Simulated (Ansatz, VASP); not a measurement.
One calculation of InP, two programs

Contents of INCAR:

```
SYSTEM = InP
PREC = Accurate ; ENCUT = 520
EDIFF = 1E-7 ; ISMEAR = -1
SIGMA = 0.03 ; LREAL = .FALSE.
LASPH = .TRUE. ; NELM = 80
ALGO = Normal ; ISIF = 2
LWAVE = .FALSE. ; LCHARG = .TRUE.
GGA = PS ; LELF = .TRUE.
LVHAR = .TRUE. ; NBANDS = 16
```

Contents of KPOINTS:

```
Automatic mesh
0
G
  11 11 11
  0 0 0
```

The input POSCAR:

```
InP
1.0
   -0.0571000000      2.8264500000      2.8264500000
    2.8264500000     -0.0571000000      2.8264500000
    2.8264500000      2.8264500000     -0.0571000000
In P
1 1
Direct
    0.0000000000      0.0000000000      0.0000000000
    0.5000000000      0.5000000000      0.5000000000
```

Input for Ansatz:

```yaml
crystal:
  lattice:
    - [-0.0571, 2.82645, 2.82645]
    - [2.82645, -0.0571, 2.82645]
    - [2.82645, 2.82645, -0.0571]
  atoms:
    - { symbol: In, position: [0.0, 0.0, 0.0] }
    - { symbol: P, position: [0.5, 0.5, 0.5] }
kpoints:
  mp_grid: { grid: [11, 11, 11] }
  band_path:
    path:
      - [0.0, 0.0, 0.0]
      - [0.5, 0.5, 0.5]
      - [0.2551801333, 0.5, 0.7448198667]
      - [-0.2551801333, 0.2551801333, 0.5]
      - [0.0, 0.0, 0.5]
      - [0.0, 0.0, 0.0]
      - [-0.3775900666, 0.0, 0.3775900666]
      - [0.0, 0.3775900666, 0.6224099334]
      - [0.0, 0.5, 0.5]
    npoints: 5
scf:
  occupations: { method: fermi_dirac, width: 0.03 }
hamiltonian:
  xc: pbesol
  pseudopotentials: { kind: all_electron, lapw: { basis_error: 0.00025 } }
output:
  forces: true
  stress: true
  eigenvalues: true
```

Change from the starting cell: equal xy, yz and zx shear strains of -2 %.

Alike in both runs: task single point; functional PBEsol; k mesh 11 × 11 × 11; occupations fermi-dirac, width 0.03 eV; no spin polarisation.

|  | VASP | Ansatz |
| --- | --- | --- |
| version | VASP 6.6.1 | Ansatz 0.2.0 |
| potentials or method | VASP PAW PBE potentials, release 64 (In_d, P), cutoff 520 eV | all-electron LAPW, scalar-relativistic |

|  | VASP | Ansatz | Ansatz less VASP |
| --- | --- | --- | --- |
| pressure (GPa) | -8.2 | -8.2 | 0.00 |
| traceless stress, the component that is largest in VASP (GPa) | 0.55 | 0.55 | 0.000 |

VASP's potentials were made for PBE, not for PBEsol. Ansatz ran all-electron here, and VASP with PAW potentials.
